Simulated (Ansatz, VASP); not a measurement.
## One calculation of C, two programs

```
C
1.0
     2.45545    0.00000    0.00000
    -1.22773    2.12648    0.00000
     0.00000    0.00000    6.73040
C
4
Direct
  0.00000 0.00000 0.25000
  0.00000 0.00000 0.75000
  0.33333 0.66667 0.25000
  0.66667 0.33333 0.75000
```

Alike in both runs: functional r2SCAN; dispersion D3(BJ); k mesh 21 × 21 × 6; occupations gaussian, width 0.1 eV; no spin polarisation.

Ansatz relaxed the structure, and its values are those at the end. VASP's run is a single point on that final structure, the one shown.

|  | VASP | Ansatz |
| --- | --- | --- |
| version | VASP 6.6.1 | Ansatz 0.2.0 |
| potentials or method | VASP PAW PBE potentials, release 64 (C), cutoff 520 eV | scalar-relativistic, plane waves, PAW |
| valence electrons in the cell | 16 | 16 |

```csv
,VASP,Ansatz,Ansatz less VASP
gap on the k mesh at the Fermi level (eV),none,none,-
pressure (GPa),0.7,0.0,-0.68
```

VASP's potentials were made for PBE, not for r2SCAN. A gap of «none» marks a metal or a gap that the smearing closes. Ansatz's warnings: dispersion damping borrowed.
